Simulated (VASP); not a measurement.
# CdSe in VASP: notebook, part 2 of 2

VASP 6.6.1. Earlier steps stand in the parts before.

## Step 4: Relaxation of cell and atoms, PBEsol-based screened hybrid with 25 % exact exchange

This run uses another cell than the first one, of 28.94 Å³/atom.

Input file POSCAR:

```
CdSe
1.0
    0.0000000000      3.0702711986      3.0702711986
    3.0702711986      0.0000000000      3.0702711986
    3.0702711986      3.0702711986      0.0000000000
Cd Se
1 1
Direct
    0.0000000000      0.0000000000      0.0000000000
    0.2500000000      0.2500000000      0.2500000000
```

Input file INCAR.step1:

```
SYSTEM = CdSe
  PREC = Accurate
  ENCUT = 500
  EDIFF = 1E-5
  ISMEAR = -1
  SIGMA = 0.05
  LREAL = .FALSE.
  LASPH = .TRUE.
  NELM = 120
  ALGO = Normal
  LWAVE = .TRUE.
  LCHARG = .FALSE.
  GGA = PE
  NBANDS = 16
  GGA_COMPAT = .FALSE.
  IBRION = 2
  ISIF = 3
  EDIFFG = -0.005
  NELMIN = 4
  NSW = 100
```

Input file INCAR.step2:

```
SYSTEM = CdSe
  PREC = Accurate
  ENCUT = 500
  EDIFF = 1E-7
  ISMEAR = -1
  SIGMA = 0.05
  LREAL = .FALSE.
  LASPH = .TRUE.
  NELM = 120
  ALGO = Normal
  ISIF = 3
  LWAVE = .FALSE.
  LCHARG = .FALSE.
  GGA = PS
  LHFCALC = .TRUE.
  AEXX = 0.25
  HFSCREEN = 0.207
  PRECFOCK = Normal
  IBRION = 2
  NSW = 60
  EDIFFG = -0.01
  ISTART = 1
  GGA_COMPAT = .FALSE.
  NELMIN = 4
```

Input file KPOINTS:

```
Automatic mesh
0
G
  4 4 4
  0 0 0
```

Potentials or basis: VASP PAW PBE potentials, release 64 (Cd, Se).

Run with:

```
$ cat potpaw_PBE.64/Cd/POTCAR potpaw_PBE.64/Se/POTCAR > POTCAR
$ cp INCAR.step1 INCAR
$ mpirun -np 1 vasp_std > vasp.out
$ cp INCAR.step2 INCAR
$ mpirun -np 1 vasp_std > vasp.out
```

OUTCAR:

```text
SYSTEM = CdSe
   PREC = Accurate
   ENCUT = 500
   EDIFF = 1E-7
   ISMEAR = -1
   LREAL = .FALSE.
   LASPH = .TRUE.
   NELM = 120
   ISIF = 3
   GGA = PS
   LHFCALC = .TRUE.
   AEXX = 0.25
   HFSCREEN = 0.207
   PRECFOCK = Normal
   IBRION = 2
   NSW = 60
   EDIFFG = -0.01
   ISTART = 1
   NELMIN = 4

 ion  position               nearest neighbor table
   1  0.000  0.000  0.000-   2 2.66   2 2.66   2 2.66   2 2.66
   2  0.250  0.250  0.250-   1 2.66   1 2.66   1 2.66   1 2.66

  LATTYP: Found a face centered cubic cell.
 ALAT       =     6.1405423972

  Lattice vectors:

 A1 = (   0.0000000000,   3.0702711986,   3.0702711986)
 A2 = (   3.0702711986,   0.0000000000,   3.0702711986)
 A3 = (   3.0702711986,   3.0702711986,   0.0000000000)

Analysis of symmetry for initial positions (statically):
=====================================================================
 Subroutine PRICEL returns:
 Original cell was already a primitive cell.

 Routine SETGRP: Setting up the symmetry group for a
 face centered cubic supercell.

 Subroutine GETGRP returns: Found 24 space group operations
 (whereof 24 operations were pure point group operations)
 out of a pool of 48 trial point group operations.

The static configuration has the point symmetry T_d .

Analysis of symmetry for dynamics (positions and initial velocities):
=====================================================================
 Subroutine PRICEL returns:
 Original cell was already a primitive cell.

 Routine SETGRP: Setting up the symmetry group for a
 face centered cubic supercell.

 Subroutine GETGRP returns: Found 24 space group operations
 (whereof 24 operations were pure point group operations)
 out of a pool of 48 trial point group operations.

The dynamic configuration has the point symmetry T_d .

 Subroutine INISYM returns: Found 24 space group operations
 (whereof 24 operations are pure point group operations),
 and found     1 'primitive' translations

----------------------------------------------------------------------------------------

                                     Primitive cell

  volume of cell :      57.8842

  direct lattice vectors                    reciprocal lattice vectors
     0.000000000  3.070271199  3.070271199    -0.162852063  0.162852063  0.162852063
     3.070271199  0.000000000  3.070271199     0.162852063 -0.162852063  0.162852063
     3.070271199  3.070271199  0.000000000     0.162852063  0.162852063 -0.162852063

  length of vectors
     4.342019169  4.342019169  4.342019169     0.282068048  0.282068048  0.282068048

  position of ions in fractional coordinates (direct lattice)
     0.000000000  0.000000000  0.000000000
     0.250000000  0.250000000  0.250000000

  ion indices of the primitive-cell ions
   primitive index   ion index
                 1           1
                 2           2

----------------------------------------------------------------------------------------

 KPOINTS: Automatic mesh

Automatic generation of k-mesh.
 Grid dimensions read from file:
 generate k-points for:    4    4    4

 Generating k-lattice:

  Cartesian coordinates                     Fractional coordinates (reciprocal lattice)
    -0.040713016  0.040713016  0.040713016     0.250000000  0.000000000  0.000000000
     0.040713016 -0.040713016  0.040713016     0.000000000  0.250000000  0.000000000
     0.040713016  0.040713016 -0.040713016     0.000000000  0.000000000  0.250000000

  Length of vectors
     0.070517012  0.070517012  0.070517012

  Shift w.r.t. Gamma in fractional coordinates (k-lattice)
     0.000000000  0.000000000  0.000000000

 Subroutine IBZKPT returns following result:
 ===========================================

 Found      8 irreducible k-points:

 Following reciprocal coordinates:
            Coordinates               Weight
  0.000000  0.000000  0.000000      1.000000
  0.250000  0.000000  0.000000      8.000000
  0.500000  0.000000  0.000000      4.000000
  0.250000  0.250000  0.000000      6.000000
  0.500000  0.250000  0.000000     24.000000
 -0.250000  0.250000  0.000000     12.000000
  0.500000  0.500000  0.000000      3.000000
 -0.250000  0.500000  0.250000      6.000000
   k-points           NKPTS =      8   k-points in BZ     NKDIM =     64   number of bands    NBANDS=     13
   number of dos      NEDOS =    301   number of ions     NIONS =      2
   total plane-waves  NPLWV =  32768
   dimension x,y,z NGX =    32 NGY =   32 NGZ =   32
   dimension x,y,z NGXF=    64 NGYF=   64 NGZF=   64
   ions per type =               1   1
   NGX,Y,Z   is equivalent  to a cutoff of  12.25, 12.25, 12.25 a.u.
   NGXF,Y,Z  is equivalent  to a cutoff of  24.50, 24.50, 24.50 a.u.
 SYSTEM =  CdSe
   PREC   = accura    normal or accurate (medium, high low for compatibility)
   ISTART =      1    job   : 0-new  1-cont  2-samecut
   ICHARG =      0    charge: 1-file 2-atom 10-const
   ISPIN  =      1    spin polarized calculation?
   LNONCOLLINEAR =      F non collinear calculations
   LSORBIT =      F    spin-orbit coupling
   LASPH  =      T    aspherical Exc in radial PAW
   ENCUT  =  500.0 eV  36.75 Ry    6.06 a.u.   7.92  7.92  7.92*2*pi/ulx,y,z
   NELM   =    120;   NELMIN=  4; NELMDL=  0     # of ELM steps
   EDIFF  = 0.1E-06   stopping-criterion for ELM
   LREAL  =      F    real-space projection
   EDIFFG = -.1E-01   stopping-criterion for IOM
   NSW    =     60    number of steps for IOM
   IBRION =      2    ionic relax: 0-MD 1-quasi-New 2-CG
   NFREE  =      1    steps in history (QN), initial steepest desc. (CG)
   ISIF   =      3    stress and relaxation
   ISYM   =      3    0-nonsym 1-usesym 2-fastsym
   POTIM  = 0.5000    time-step for ionic-motion
   TEBEG  =    0.0;   TEEND  =   0.0 temperature during run
   PSTRESS=    0.0 pullay stress
   NELECT =      18.0000    total number of electrons
   NUPDOWN=      -1.0000    fix difference up-down
   EMIN   =  10.00;   EMAX   =-10.00  energy-range for DOS
   EFERMI =   0.00;   METHOD = LEGACY
   ISMEAR =    -1;   SIGMA  =   0.05  broadening in eV -4-tet -1-fermi 0-gaus
   EFERMI_NEDOS =   21; number of points for ismear=-14 and -15
   IALGO  =     38    algorithm
   IMIX   =      1    mixing-type and parameters
     AMIX     =   0.40;   BMIX     =  1.00
     AMIX_MAG =   1.60;   BMIX_MAG =  1.00
  volume/ion in A,a.u.               =      28.94       195.31
  Fermi-wavevector in a.u.,A,eV,Ry     =   1.109121  2.095935 16.737199  1.230149
  Thomas-Fermi vector in A             =   2.245657
   LORBIT       =      0    0 simple, 1 ext, 2 COOP (PROOUT), +10 PAW based schemes
   GGA     = PS    functional components
   LHFCALC =     T    Hartree Fock is set to
   PRECFOCK=normal    Normal, Fast or Accurate (Low or Medium for compatibility)
   ENCUT4O =  -1.0   cutoff for four orbital integrals eV
   NKREDX  =     1    reduce k-point grid by
   NKREDY  =     1    reduce k-point grid by
   NKREDZ  =     1    reduce k-point grid by
   AEXX    =    0.2500 exact exchange contribution
   HFSCREEN=    0.2070 screening length (either q_TF or 0.3 A-1)
   HFSCREENC=   0.2070 screening length for correlation (either q_TF or 0.3 A-1)
   ENCUTFOCK=  -1.0 apply spherical cutoff to Coloumb kernel
   IVDW    =     0    specifies the selected vdW correction
   LEPSILON=     F    determine dielectric tensor
   LRPA    =     F    only Hartree local field effects (RPA)
 conjugate gradient relaxation of ions
 non-spin polarized calculation
  energy-cutoff  :      500.00
  volume of cell :       57.88
 maximum number of plane-waves:      1480
  NGX = 24; NGY = 24; NGZ = 24

--------------------------------------- Ionic step        1  -------------------------------------------

 number of electron      18.0000008 magnetization

 Free energy of the ion-electron system (eV)
  ---------------------------------------------------
  ext. energy  EPLUGINS =         0.00000000
  ---------------------------------------------------
  free energy    TOTEN  =        -7.27271338 eV

  energy without entropy =       -7.27271328  energy(sigma->0) =       -7.27271333

------------------------ aborting loop because EDIFF is reached ----------------------------------------

  FORCE on cell =-STRESS in cart. coord.  units (eV):
  Direction    XX          YY          ZZ          XY          YZ          ZX
  --------------------------------------------------------------------------------------
  -------------------------------------------------------------------------------------
  Total       -0.5372899     -0.5372899     -0.5372899      0.0000000     -0.0000000      0.0000000
  in kB      -14.8716461    -14.8716461    -14.8716461      0.0000000     -0.0000000      0.0000000
  external PRESSURE =     -14.8716461 kB  Pullay stress =       0.0000000 kB
[... 57 lines left out ...]
  energy  without entropy=       -7.2793244069  energy(sigma->0) =       -7.27932443

--------------------------------------- Ionic step        3  -------------------------------------------

 number of electron      18.0000002 magnetization

 Free energy of the ion-electron system (eV)
  ---------------------------------------------------
  ext. energy  EPLUGINS =         0.00000000
  ---------------------------------------------------
  free energy    TOTEN  =        -7.28044282 eV

  energy without entropy =       -7.28044276  energy(sigma->0) =       -7.28044279

 E-fermi :   1.0003     XC(G=0):  -7.5499

 val. band max:        0.2618483239   @ k =   0.0000   0.0000   0.0000
 cond. band min:       1.6837836086   @ k =   0.0000   0.0000   0.0000
 fundamental gap:      1.4219352847
 Fermi energy:         1.0003188687

 k-point     1 :       0.0000    0.0000    0.0000
  band No.  band energies     occupation
      1     -13.4674      2.00000
      2      -8.8794      2.00000
      3      -8.8794      2.00000
      4      -8.8794      2.00000
      5      -8.5004      2.00000
      6      -8.5004      2.00000
      7       0.2618      2.00000
      8       0.2618      2.00000
      9       0.2618      2.00000
     10       1.6838      0.00000
     11       7.1598      0.00000
     12       7.1598      0.00000
     13       7.1598      0.00000
[... 139 lines left out ...]
  FREE ENERGIE OF THE ION-ELECTRON SYSTEM (eV)
  ---------------------------------------------------
  free  energy   TOTEN  =        -7.2804428184 eV

  energy  without entropy=       -7.2804427634  energy(sigma->0) =       -7.28044279

 reached required accuracy - stopping structural energy minimisation
```

Run time: 25 min. Hardware: 1 thread of Intel Xeon Platinum 8259CL at 2.50GHz (Skylake/Cascade Lake), shared host; peak memory 0.3 GiB.

Results:

```yaml
Free_energy: -7.2804 eV
Relaxed_volume: 28.13 Å³/atom
Relaxed_cell: a = 4.301 Å, b = 4.301 Å, c = 4.301 Å, α = 60.00°, β = 60.00°, γ = 60.00°
Space_group_after_relaxing_to_0.1_Å: F-43m (No. 216)
Energy_gained_by_relaxing: 3.9 meV/atom
Ionic_steps: 3
Pressure_after_relaxing: 0.0 GPa
Band_gap_on_the_k_mesh: 1.42 eV
```

Step by step:
```
step  energy change (eV)  largest force (eV/Å)  pressure (GPa)  volume (Å³)
   1              0.0000                0.0000           -1.49        57.88
   2             -0.0066                0.0000            0.61        55.66
   3             -0.0077                0.0000            0.00        56.26
```

Final structure:
```yaml
crystal:
  lattice:
    - [0.00000, 3.04126, 3.04126]
    - [3.04126, 0.00000, 3.04126]
    - [3.04126, 3.04126, 0.00000]
  atoms:
    - { symbol: Cd, position: [0.00000, 0.00000, 0.00000] }
    - { symbol: Se, position: [0.25000, 0.25000, 0.25000] }
```

Levels at points of the mesh, in eV from the valence-band top:
| k point | band 7 | band 8 | band 9 | band 10 | band 11 | band 12 |
| --- | --- | --- | --- | --- | --- | --- |
| (0.00, 0.00, 0.00) | 0.00 | 0.00 | 0.00 | 1.42 | 6.90 | 6.90 |
| (0.50, 0.00, 0.00) | -4.73 | -0.81 | -0.81 | 3.27 | 7.39 | 7.39 |
| (0.50, 0.50, 0.00) | -4.39 | -2.00 | -2.00 | 3.82 | 4.66 | 10.22 |

Caveat: the k points lie up to 0.45 Å⁻¹ apart in the final cell; the PAW data sets were made with another functional, which shifts forces and pressure a little.

## Step 5: Single point, PBE (atoms moved at random)

Input file INCAR:

```
SYSTEM = CdSe
PREC = Accurate
ENCUT = 520
EDIFF = 1E-7
ISMEAR = 0
SIGMA = 0.02
LREAL = .False.
LASPH = .True.
ALGO = Normal
NELM = 100
ISIF = 2
LWAVE = .False.
LCHARG = .False.
```

Input file KPOINTS:

```
k-points
0
Gamma
  6 6 6
```

Input file POSCAR:

```
CdSe
1.0
    0.0000000000      3.0702711986      3.0702711986
    3.0702711986      0.0000000000      3.0702711986
    3.0702711986      3.0702711986      0.0000000000
Cd Se
1 1
Direct
    0.0045730000     -0.0040460000     -0.0012710000
    0.2469020000      0.2480020000      0.2529230000
```

Run with:

```
$ cat potpaw_PBE.64/Cd/POTCAR potpaw_PBE.64/Se/POTCAR > POTCAR
$ mpirun -np 1 vasp_std > vasp.out
```

It took 21 s on 1 thread of Intel Xeon 6975P-C (Granite Rapids), shared host; peak memory 0.24 GiB.

Results (log left out):

```yaml
Free_energy: -5.4848 eV
Pressure: 1.6 GPa
Largest_force: 0.123 eV/Å
Band_gap_on_the_k_mesh: 0.53 eV
```

Forces on the atoms (eV/Å):
```
Cd   0.086 -0.044 -0.077
Se  -0.086  0.044  0.077
```

Stress tensor (GPa, compression positive):
```
 1.59  0.28  0.16
 0.28  1.59 -0.31
 0.16 -0.31  1.59
```

Levels at points of the mesh, in eV from the valence-band top:
| k point | band 7 | band 8 | band 9 | band 10 | band 11 | band 12 |
| --- | --- | --- | --- | --- | --- | --- |
| (0.00, 0.00, 0.00) | -0.03 | -0.02 | 0.00 | 0.53 | 5.90 | 5.92 |
| (0.50, 0.00, 0.00) | -4.19 | -0.72 | -0.71 | 2.30 | 6.38 | 6.41 |
| (0.00, 0.50, 0.00) | -4.26 | -0.76 | -0.70 | 2.35 | 6.36 | 6.49 |
| (0.00, 0.00, 0.50) | -4.27 | -0.76 | -0.70 | 2.36 | 6.37 | 6.49 |
| (0.50, 0.50, 0.50) | -4.25 | -0.76 | -0.69 | 2.35 | 6.35 | 6.49 |
| (0.50, 0.50, 0.00) | -3.97 | -1.78 | -1.77 | 3.17 | 3.71 | 8.97 |
| (0.00, 0.50, 0.50) | -3.97 | -1.78 | -1.77 | 3.17 | 3.71 | 8.97 |
| (0.50, 0.00, 0.50) | -3.97 | -1.78 | -1.77 | 3.17 | 3.71 | 8.97 |

Caveat: the cell differs from its parent crystal (atoms moved at random).

## Step 6: The runs side by side

| task | level | cell | k mesh | cutoff (eV) | smearing | dipole correction | grid for exact exchange (PRECFOCK) | share of exact exchange | screening parameter | gap on the mesh (eV) | pressure (GPa) |
| --- | --- | --- | --- | --- | --- | --- | --- | --- | --- | --- | --- |
| single point | PBEsol-based screened hybrid with 25 % exact exchange | a = 4.296 Å, angles 60.0°, 2 atoms, atomic positions A | 4 × 4 × 4 | 400 | fermi-dirac 0.05 eV | no | Normal | 0.25 | 0.207 1/Å | 1.43 | -0.3 |
| single point | PBE-based screened hybrid with 25 % exact exchange | a = 4.342 Å, angles 60.0°, 2 atoms, atomic positions A | 4 × 4 × 4 | 400 | fermi-dirac 0.05 eV | no | Normal | 0.25 | 0.3 1/Å | 1.31 | 0.1 |
| relaxation of cell and atoms | PBEsol-based screened hybrid with 25 % exact exchange | relaxed from a = 4.342 Å, angles 60.0°, 2 atoms, atomic positions A | 4 × 4 × 4 | 500 | fermi-dirac 0.05 eV | no | Normal | 0.25 | 0.207 1/Å | 1.42 | 0.0 |
| single point | PBE | a = 4.342 Å, angles 60.0°, 2 atoms, atomic positions B | 6 × 6 × 6 | 520 | gaussian 0.02 eV | - | - | - | - | 0.53 | 1.6 |

Alike in all rows: potentials or basis VASP PAW PBE potentials, release 64 (Cd, Se); no spin polarisation.

Caveats: some runs use coarse meshes; the PAW data sets were made with another functional, which shifts forces and pressure a little (at least some runs).

Total energies depend on the potentials used, so only differences within one code and one set of settings carry meaning.
